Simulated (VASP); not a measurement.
# HfZrSe4 (P-6m2) in VASP: notebook

The runs below take HfZrSe4 through single point, with PBE.

Everything below comes from runs of VASP 6.6.1. Logs are shortened: lines on timing, memory, paths and dates and some standing lists are left out, and cuts for length are marked.

## Step 1: The cell of the first run

It takes space group P-6m2 (No. 187, hexagonal). Conventional cell: a = 5.629 Å, b = 5.629 Å, c = 4.872 Å, α = 90.00°, β = 90.00°, γ = 120.00°. Zr (site symmetry -6m2) has 9 Se at 2.91 to 3.25 Å and 3 Hf at 3.25 Å within 3.8 Å. Within 4.3 Å of Hf (site symmetry -6m2) lie 3 Zr at 3.25 Å and 15 Se at 3.25 to 3.72 Å. Within 3.9 Å of Se (site symmetry -6m2) lie 6 Se at 2.95 Å and 3 Zr at 3.25 Å and 3 Hf at 3.25 Å. Se (site symmetry mm2) has 6 Se at 2.75 to 2.95 Å and 2 Zr at 2.91 Å within 3.6 Å.

## Step 2: Single point, PBE

Contents of INCAR:

```
SYSTEM = HfZrSe4
PREC = Accurate ; ENCUT = 520
EDIFF = 1E-6 ; ISMEAR = 0
SIGMA = 0.1 ; LREAL = .False.
LASPH = .True. ; NELM = 60
ALGO = Normal ; ISIF = 2
LWAVE = .False. ; LCHARG = .False.
GGA = PE ; NBANDS = 32
```

Contents of KPOINTS:

```
regular mesh
0
Gamma
  3 3 4
  0 0 0
```

Contents of POSCAR:

```
HfZrSe4
1.0
    5.6292523832      0.0000000000      0.0000000000
   -2.8146261916      4.8750755681      0.0000000000
    0.0000000000      0.0000000000      4.8716297510
Zr Hf Se
1 1 4
Direct
    0.6666666667      0.3333333333      0.0000000000
    0.3333333333      0.6666666667      0.0000000000
    0.0000000000      0.0000000000      0.0000000000
    0.3408077399      0.1704038700      0.5000000000
    0.8295961300      0.1704038700      0.5000000000
    0.8295961300      0.6591922601      0.5000000000
```

Potentials or basis: VASP PAW PBE potentials, release 64 (Zr_sv, Hf_pv, Se).

Launch:

```
$ cat potpaw_PBE.64/Zr_sv/POTCAR potpaw_PBE.64/Hf_pv/POTCAR potpaw_PBE.64/Se/POTCAR > POTCAR
$ mpirun -np 1 vasp_std > vasp.out
```

OUTCAR:

```text
SYSTEM = HfZrSe4
   PREC = Accurate
   ENCUT = 520
   EDIFF = 1E-6
   ISMEAR = 0
   LREAL = .False.
   LASPH = .True.
   NELM = 60
   ISIF = 2
   GGA = PE

 ion  position               nearest neighbor table
   1  0.667  0.333  0.000-   5 2.91   5 2.91   6 2.91   6 2.91   4 2.91   4 2.91   2 3.25   3 3.25
                             2 3.25   3 3.25   3 3.25   2 3.25
   2  0.333  0.667  0.000-   1 3.25   3 3.25   1 3.25   3 3.25   3 3.25   1 3.25
   3  0.000  0.000  0.000-   1 3.25   2 3.25   2 3.25   1 3.25   1 3.25   2 3.25
   4  0.341  0.170  0.500-   6 2.75   5 2.75   1 2.91   1 2.91
   5  0.830  0.170  0.500-   6 2.75   4 2.75   1 2.91   1 2.91
   6  0.830  0.659  0.500-   4 2.75   5 2.75   1 2.91   1 2.91

  LATTYP: Found a hexagonal cell.
 ALAT       =     5.6292523832
 C/A-ratio  =     0.8654132768

  Lattice vectors:

 A1 = (   5.6292523832,   0.0000000000,   0.0000000000)
 A2 = (  -2.8146261916,   4.8750755681,   0.0000000000)
 A3 = (   0.0000000000,   0.0000000000,   4.8716297510)

Analysis of symmetry for initial positions (statically):
=====================================================================
 Subroutine PRICEL returns:
 Original cell was already a primitive cell.

 Routine SETGRP: Setting up the symmetry group for a
 hexagonal supercell.

 Subroutine GETGRP returns: Found 12 space group operations
 (whereof 12 operations were pure point group operations)
 out of a pool of 24 trial point group operations.

The static configuration has the point symmetry D_3h.

Analysis of symmetry for dynamics (positions and initial velocities):
=====================================================================
 Subroutine PRICEL returns:
 Original cell was already a primitive cell.

 Routine SETGRP: Setting up the symmetry group for a
 hexagonal supercell.

 Subroutine GETGRP returns: Found 12 space group operations
 (whereof 12 operations were pure point group operations)
 out of a pool of 24 trial point group operations.

The dynamic configuration has the point symmetry D_3h.

 Subroutine INISYM returns: Found 12 space group operations
 (whereof 12 operations are pure point group operations),
 and found     1 'primitive' translations

----------------------------------------------------------------------------------------

                                     Primitive cell

  volume of cell :     133.6923

  direct lattice vectors                    reciprocal lattice vectors
     5.629252383  0.000000000  0.000000000     0.177643483  0.102562513  0.000000000
    -2.814626192  4.875075568  0.000000000     0.000000000  0.205125025  0.000000000
     0.000000000  0.000000000  4.871629751     0.000000000  0.000000000  0.205270115

  length of vectors
     5.629252383  5.629252383  4.871629751     0.205125025  0.205125025  0.205270115

  position of ions in fractional coordinates (direct lattice)
     0.666666667  0.333333333  0.000000000
     0.333333333  0.666666667  0.000000000
     0.000000000  0.000000000  0.000000000
     0.340807740  0.170403870  0.500000000
     0.829596130  0.170403870  0.500000000
     0.829596130  0.659192260  0.500000000

  ion indices of the primitive-cell ions
   primitive index   ion index
                 1           1
                 2           2
                 3           3
                 4           4
                 5           5
                 6           6

----------------------------------------------------------------------------------------

 KPOINTS: regular mesh

Automatic generation of k-mesh.
 Grid dimensions read from file:
 generate k-points for:    3    3    4

 Generating k-lattice:

  Cartesian coordinates                     Fractional coordinates (reciprocal lattice)
     0.059214494  0.034187504  0.000000000     0.333333333 -0.000000000  0.000000000
     0.000000000  0.068375008  0.000000000     0.000000000  0.333333333  0.000000000
     0.000000000  0.000000000  0.051317529     0.000000000  0.000000000  0.250000000

  Length of vectors
     0.068375008  0.068375008  0.051317529

  Shift w.r.t. Gamma in fractional coordinates (k-lattice)
     0.000000000  0.000000000  0.000000000

 Subroutine IBZKPT returns following result:
 ===========================================

 Found      9 irreducible k-points:

 Following reciprocal coordinates:
            Coordinates               Weight
  0.000000  0.000000  0.000000      1.000000
  0.333333 -0.000000  0.000000      6.000000
  0.333333  0.333333  0.000000      2.000000
  0.000000  0.000000  0.250000      2.000000
  0.333333 -0.000000  0.250000     12.000000
  0.333333  0.333333  0.250000      4.000000
  0.000000  0.000000  0.500000      1.000000
  0.333333 -0.000000  0.500000      6.000000
  0.333333  0.333333  0.500000      2.000000
   k-points           NKPTS =      9   k-points in BZ     NKDIM =      9   number of bands    NBANDS=     32
   number of dos      NEDOS =    301   number of ions     NIONS =      6
   total plane-waves  NPLWV =  63504
   dimension x,y,z NGX =    42 NGY =   42 NGZ =   36
   dimension x,y,z NGXF=    84 NGYF=   84 NGZF=   72
   ions per type =               1   1   4
   NGX,Y,Z   is equivalent  to a cutoff of  12.40, 12.40, 12.29 a.u.
   NGXF,Y,Z  is equivalent  to a cutoff of  24.81, 24.81, 24.57 a.u.
 SYSTEM =  HfZrSe4
   PREC   = accura    normal or accurate (medium, high low for compatibility)
   ISTART =      0    job   : 0-new  1-cont  2-samecut
   ICHARG =      2    charge: 1-file 2-atom 10-const
   ISPIN  =      1    spin polarized calculation?
   LNONCOLLINEAR =      F non collinear calculations
   LSORBIT =      F    spin-orbit coupling
   LASPH  =      T    aspherical Exc in radial PAW
   ENCUT  =  520.0 eV  38.22 Ry    6.18 a.u.  10.47 10.47  9.06*2*pi/ulx,y,z
   NELM   =     60;   NELMIN=  2; NELMDL= -5     # of ELM steps
   EDIFF  = 0.1E-05   stopping-criterion for ELM
   LREAL  =      F    real-space projection
   EDIFFG = 0.1E-04   stopping-criterion for IOM
   NSW    =      0    number of steps for IOM
   IBRION =     -1    ionic relax: 0-MD 1-quasi-New 2-CG
   NFREE  =      0    steps in history (QN), initial steepest desc. (CG)
   ISIF   =      2    stress and relaxation
   ISYM   =      2    0-nonsym 1-usesym 2-fastsym
   POTIM  = 0.5000    time-step for ionic-motion
   TEBEG  =    0.0;   TEEND  =   0.0 temperature during run
   PSTRESS=    0.0 pullay stress
   NELECT =      46.0000    total number of electrons
   NUPDOWN=      -1.0000    fix difference up-down
   EMIN   =  10.00;   EMAX   =-10.00  energy-range for DOS
   EFERMI =   0.00;   METHOD = LEGACY
   ISMEAR =     0;   SIGMA  =   0.10  broadening in eV -4-tet -1-fermi 0-gaus
   EFERMI_NEDOS =   21; number of points for ismear=-14 and -15
   IALGO  =     38    algorithm
   IMIX   =      4    mixing-type and parameters
     AMIX     =   0.40;   BMIX     =  1.00
     AMIX_MAG =   1.60;   BMIX_MAG =  1.00
  volume/ion in A,a.u.               =      22.28       150.37
  Fermi-wavevector in a.u.,A,eV,Ry     =   1.147164  2.167825 17.905051  1.315984
  Thomas-Fermi vector in A             =   2.283845
   LORBIT       =      0    0 simple, 1 ext, 2 COOP (PROOUT), +10 PAW based schemes
   GGA     = PE    functional components
   LHFCALC =     F    Hartree Fock is set to
   AEXX    =    0.0000 exact exchange contribution
   IVDW    =     0    specifies the selected vdW correction
   LEPSILON=     F    determine dielectric tensor
   LRPA    =     F    only Hartree local field effects (RPA)
 non-spin polarized calculation
 Gauss-broadening in eV      SIGMA  =   0.10
  energy-cutoff  :      520.00
  volume of cell :      133.69
 maximum number of plane-waves:      3642
 NGX is ok and might be reduce to    42
   NGX = 21   NGY = 21   NGZ = 19

 number of electron      46.0000003 magnetization

 Free energy of the ion-electron system (eV)
  ---------------------------------------------------
  ext. energy  EPLUGINS =         0.00000000
  ---------------------------------------------------
  free energy    TOTEN  =       -30.79930207 eV

  energy without entropy =      -30.78033956  energy(sigma->0) =      -30.78982081

 E-fermi :   6.0003     XC(G=0): -10.4670

 val. band max:        5.9967043263   @ k =   0.3333   0.3333   0.2500
 cond. band min:       6.0835718577   @ k =   0.3333   0.3333   0.5000
 fundamental gap:      0.0868675315
 Fermi energy:         6.0003072005

 k-point     1 :       0.0000    0.0000    0.0000
  band No.  band energies     occupation
      1     -43.0437      2.00000
      2     -26.6005      2.00000
      3     -26.1759      2.00000
      4     -26.1759      2.00000
      5     -21.1132      2.00000
      6     -21.0831      2.00000
[... 24 lines left out ...]
     31       9.7568      0.00000
     32       9.8141      0.00000

 k-point     2 :       0.3333   -0.0000    0.0000
  band No.  band energies     occupation
      1     -43.0437      2.00000
      2     -26.6004      2.00000
      3     -26.1765      2.00000
      4     -26.1750      2.00000
      5     -21.1132      2.00000
      6     -21.0871      2.00000
[... 24 lines left out ...]
     31       8.8758      0.00000
     32       9.4741      0.00000

 k-point     3 :       0.3333    0.3333    0.0000
  band No.  band energies     occupation
      1     -43.0437      2.00000
      2     -26.6004      2.00000
      3     -26.1775      2.00000
      4     -26.1737      2.00000
      5     -21.1132      2.00000
      6     -21.0881      2.00000
[... 24 lines left out ...]
     31       9.4142      0.00000
     32       9.5407      0.00000

 k-point     4 :       0.0000    0.0000    0.2500
  band No.  band energies     occupation
      1     -43.0436      2.00000
      2     -26.6016      2.00000
      3     -26.1758      2.00000
      4     -26.1758      2.00000
      5     -21.1260      2.00000
      6     -21.0819      2.00000
[... 129 lines left out ...]
     31       9.0624      0.00000
     32       9.3476      0.00000

 k-point     8 :       0.3333   -0.0000    0.5000
  band No.  band energies     occupation
      1     -43.0434      2.00000
      2     -26.6025      2.00000
      3     -26.1763      2.00000
      4     -26.1747      2.00000
      5     -21.1384      2.00000
      6     -21.0844      2.00000
[... 24 lines left out ...]
     31       8.6877      0.00000
     32       8.8030      0.00000

 k-point     9 :       0.3333    0.3333    0.5000
  band No.  band energies     occupation
      1     -43.0435      2.00000
      2     -26.6024      2.00000
      3     -26.1773      2.00000
      4     -26.1735      2.00000
      5     -21.1383      2.00000
      6     -21.0855      2.00000
[... 24 lines left out ...]
     31       9.1187      0.00000
     32       9.3811      0.00000

------------------------ aborting loop because EDIFF is reached ----------------------------------------

  FORCE on cell =-STRESS in cart. coord.  units (eV):
  Direction    XX          YY          ZZ          XY          YZ          ZX
  --------------------------------------------------------------------------------------
  -------------------------------------------------------------------------------------
  Total       -0.1306870     -0.1306870      0.0134852      0.0000000      0.0000000      0.0000000
  in kB       -1.5661618     -1.5661618      0.1616074      0.0000000      0.0000000      0.0000000
  external PRESSURE =      -0.9902387 kB  Pullay stress =       0.0000000 kB

 VOLUME and BASIS-vectors are now :
 -----------------------------------------------------------------------------
  energy-cutoff  :      520.00
  volume of cell :      133.69
      direct lattice vectors                 reciprocal lattice vectors
     5.629252383  0.000000000  0.000000000     0.177643483  0.102562513  0.000000000
    -2.814626192  4.875075568  0.000000000     0.000000000  0.205125025  0.000000000
     0.000000000  0.000000000  4.871629751     0.000000000  0.000000000  0.205270115

 POSITION                                       TOTAL-FORCE (eV/Angst)
 -----------------------------------------------------------------------------------
      2.81463      1.62503      0.00000        -0.000000      0.000000      0.000000
     -0.00000      3.25005      0.00000         0.000000      0.000000      0.000000
      0.00000      0.00000      0.00000         0.000000      0.000000      0.000000
      1.43887      0.83073      2.43581        -0.011814     -0.006821      0.000000
      4.19038      0.83073      2.43581         0.011814     -0.006821      0.000000
      2.81463      3.21361      2.43581         0.000000      0.013642     -0.000000
 -----------------------------------------------------------------------------------
    total drift:                               -0.000000      0.000000      0.000000

  FREE ENERGIE OF THE ION-ELECTRON SYSTEM (eV)
  ---------------------------------------------------
  free  energy   TOTEN  =       -30.7993020652 eV

  energy  without entropy=      -30.7803395575  energy(sigma->0) =      -30.78982081
```

Run time: 43 s. Hardware: 1 thread of Intel Xeon Platinum 8259CL at 2.50GHz (Skylake/Cascade Lake), shared host; peak memory 0.26 GiB.

What came out:

```yaml
Free_energy: -30.7993 eV
Pressure: -0.1 GPa
Largest_force: 0.014 eV/Å
Band_gap_on_the_k_mesh: zero (band 23 reaches 6.67 eV, above the bottom of band 24 at 5.71 eV)
```

Forces in eV/Å, atoms in the order of the input:
```
Zr   0.000  0.000  0.000
Hf   0.000  0.000  0.000
Se   0.000  0.000  0.000
Se  -0.012 -0.007  0.000
Se   0.012 -0.007  0.000
Se   0.000  0.014  0.000
```

Caveat: the k points lie up to 0.43 Å⁻¹ apart; spin-orbit coupling is left out, which moves the levels of the heavy elements.

(Part 1 of 2 ends here.)
